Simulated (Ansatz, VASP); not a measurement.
LiSi16: VASP beside Ansatz

```
Si Li
1.0
     0.00000    5.43000    5.43000
     5.43000    0.00000    5.43000
     5.43000    5.43000    0.00000
Si Li
16 1
Direct
  0.99919 0.99985 0.98743
  0.12288 0.12349 0.11918
  0.99817 0.99873 0.49832
  0.12050 0.12105 0.62065
  0.99386 0.49793 0.99745
  0.12358 0.62023 0.11980
  0.99924 0.48782 0.49942
  0.12287 0.61961 0.62303
  0.49733 0.99445 0.99750
  0.61962 0.12420 0.11979
  0.48728 0.99984 0.49936
  0.61902 0.12349 0.62305
  0.49793 0.49851 0.99809
  0.62194 0.62252 0.12209
  0.49729 0.49794 0.49402
  0.61963 0.62023 0.62374
  0.86992 0.87047 0.37007
```

Alike in both runs: functional PBE; dispersion D3(BJ); k mesh 2 × 2 × 2; occupations fermi-dirac, width 0.02 eV; collinear spin.

Ansatz relaxed the structure, and its values are those at the end. VASP's run is a single point on that final structure, the one shown.

```csv
,VASP,Ansatz
version,VASP 6.6.1,Ansatz 0.2.0
potentials or method,"VASP PAW PBE potentials, release 64 (Si, Li_sv), cutoff 520 eV","scalar-relativistic, plane waves, PAW"
valence electrons in the cell,67,67
```

|  | VASP | Ansatz | Ansatz less VASP |
| --- | --- | --- | --- |
| rms of the force components (eV/Å) | 0.007 | 0.007 | -0.0003 |
| net moment per atom (μB) | 0.00 | 0.00 | -0.002 |

Ansatz's warnings: seeded moment not kept.

The k mesh is coarse, so the values compare programs but aren't converged. Noted on VASP's run: the cutoff is short for stress, so the pressure is rough.
